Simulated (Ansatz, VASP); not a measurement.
# SnO in VASP and in Ansatz

The input INCAR:

```
  PREC = Accurate
  ENCUT = 520
  EDIFF = 1E-6
  ISMEAR = -1
  SIGMA = 0.05
  LREAL = F
  LASPH = T
  NELM = 80
  ALGO = Normal
  ISIF = 2
  LWAVE = F
  LCHARG = F
  GGA = PE
  IVDW = 13
  NBANDS = 28
```

KPOINTS

```
Automatic mesh
0
Gamma
  7 7 6
```

POSCAR

```
SnO
1.0
    3.8884925471      0.0000000000      0.0000000000
    0.0000000000      3.8884925471      0.0000000000
    0.0000000000      0.0000000000      4.9827594627
Sn O
2 2
Direct
    0.5000000000      0.0000000000      0.7646261400
    0.0000000000      0.5000000000      0.2353738600
    0.0000000000      0.0000000000      0.0000000000
    0.5000000000      0.5000000000      0.0000000000
```

input.yaml

```yaml
crystal:
  lattice:
    - [3.8884925471, 0.0, 0.0]
    - [0.0, 3.8884925471, 0.0]
    - [0.0, 0.0, 4.9827594627]
  atoms:
    - { symbol: Sn, position: [0.5, 0.0, 0.76462614] }
    - { symbol: Sn, position: [0.0, 0.5, 0.23537386] }
    - { symbol: O, position: [0.0, 0.0, 0.0] }
    - { symbol: O, position: [0.5, 0.5, 0.0] }
hamiltonian:
  xc: pbe
  pseudopotentials: { kind: paw }
  dispersion: d4
kpoints:
  mp_grid: { grid: [7, 7, 6] }
scf:
  occupations: { method: fermi_dirac, width: 0.05 }
output:
  forces: true
  stress: true
  eigenvalues: true
```

Alike in both runs: task single point; functional PBE; dispersion D4; k mesh 7 × 7 × 6; occupations fermi-dirac, width 0.05 eV; no spin polarisation.

```csv
,VASP,Ansatz
version,VASP 6.6.1,Ansatz 0.2.0
potentials or method,"VASP PAW PBE potentials, release 64 (Sn_d, O)",Ansatz PAW
plane-wave cutoff (eV),520,420
valence electrons in the cell,40,40
```

VASP gave:

```
gap on the k mesh at the Fermi level (eV)                     : 0.58
least direct gap on the mesh (eV)                             : 1.97
pressure (GPa)                                                : -3.4
traceless stress, the component that is largest in VASP (GPa) : 0.20
rms of the force components (eV/Å)                            : 0.119
```

**Question.** What did Ansatz give for the same quantities?

**Answer.** gap on the k mesh at the Fermi level (eV): 0.57; least direct gap on the mesh (eV): 2.00; pressure (GPa): -3.5; traceless stress, the component that is largest in VASP (GPa): 0.18; rms of the force components (eV/Å): 0.148.

Atom by atom the forces differ by 0.029 eV/Å (rms over components).

Noted on Ansatz's run: odd divisions of the mesh miss points on the zone boundary, where band edges often lie, so the gap on the mesh can be too wide.
